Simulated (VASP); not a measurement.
A run of VASP 6.6.1 is set up as follows.

Contents of INCAR:

```
SYSTEM = Sb
PREC = Accurate
ENCUT = 520
EDIFF = 1E-7
ISMEAR = 0
SIGMA = 0.15
LREAL = .False.
LASPH = .True.
NELM = 80
ALGO = Normal
ISIF = 2
LWAVE = .False.
LCHARG = .False.
GGA = PS
NBANDS = 8
```

KPOINTS

```
Automatic mesh
0
Gamma
  24 24 24
  0 0 0
```

File POSCAR:

```
Sb
1.0
   -1.5981393080      1.5981393080      2.6391291742
    1.5981393080     -1.5981393080      2.6391291742
    1.5981393080      1.5981393080     -2.6391291742
Sb
1
Direct
    0.0000000000      0.0000000000      0.0000000000
```

Potentials or basis: VASP PAW PBE potentials, release 64 (Sb).

Launch:

```sh
$ cat potpaw_PBE.64/Sb/POTCAR > POTCAR
$ mpirun -np 1 vasp_std > vasp.out
```

Question: Estimate the band gap on the k mesh.

Answer: Zero (an odd number of electrons rules out a gap without spin polarisation).

Question: Estimate the pressure.

Answer: -1.5 GPa.

Stress tensor (GPa, compression positive):
```
-1.72  0.00  0.00
 0.00 -1.72  0.00
 0.00  0.00 -1.08
```

Caveat: the PAW data sets were made with another functional, which shifts forces and pressure a little; spin-orbit coupling is left out, which moves the levels of the heavy elements.
